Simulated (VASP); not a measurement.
Wanted: the native input for a VASP 6.6.1 run.

```
Task                   : single point
Functional             : LDA
Potentials or basis    : VASP PAW LDA potentials, release 64 (Ni_sv_GW, O)
Cutoff                 : 700 eV
k mesh                 : 8 × 8 × 8
Occupations            : gaussian, width 0.05 eV
Spin                   : collinear spin, ferromagnetic start
Starting moments       : [2.0, 0.0] μB
Hubbard terms          : Ni d U = 6.0 eV, J = 0.9 eV
Dipole correction      : no
LDAUTYPE               : 1
Hund's J               : 0.9
Further INCAR settings : ALGO = Normal; EDIFF = 1e-06; NBANDS = 23
```

The structure of NiO lies in POSCAR:

```
NiO
1.0
    0.0000000000      2.0913095100      2.0913095100
    2.0913095100      0.0000000000      2.0913095100
    2.0913095100      2.0913095100      0.0000000000
Ni O
1 1
Direct
    0.0000000000      0.0000000000      0.0000000000
    0.5000000000      0.5000000000      0.5000000000
```

The input as run:

INCAR

```
SYSTEM = NiO
ALGO = Normal ; EDIFF = 1E-6
ENCUT = 700 ; GGA = CA
GGA_COMPAT = .False. ; ISIF = 2
ISMEAR = 0 ; ISPIN = 2
LASPH = .True. ; LCHARG = .False.
LDAU = .True. ; LDAUJ = 0.9 0
LDAUL = 2 -1 ; LDAUPRINT = 1
LDAUTYPE = 1 ; LDAUU = 6 0
LMAXMIX = 4 ; LORBIT = 11
LREAL = .False. ; LWAVE = .False.
MAGMOM = 2 0 ; NBANDS = 23
NELM = 200 ; PREC = Accurate
SIGMA = 0.05
```

KPOINTS

```
k-points
0
Gamma
  8 8 8
  0 0 0
```

Potentials or basis: VASP PAW LDA potentials, release 64 (Ni_sv_GW, O).

Command:

```bash
$ cat potpaw_LDA.64/Ni_sv_GW/POTCAR potpaw_LDA.64/O/POTCAR > POTCAR
$ mpirun -np 1 vasp_std > vasp.out
```

Results of the run:

The pressure is -9.1 GPa and the band gap on the k mesh is 1.80 eV (least direct gap 2.76 eV). The net moment is 2.00 μB per cell. The site moments are Ni +1.74; O +0.21 μB and the valence electrons inside the program's atomic spheres are Ni 16.13; O 5.00.

Caveat: the cell stands under tension; a cell with one magnetic atom can't hold antiferromagnetic order, which such compounds often take.

It took 64 s on 1 thread of Intel(R) Xeon(R) 6975P-C (Granite Rapids), with other jobs on the host, peak memory 0.18 GiB.
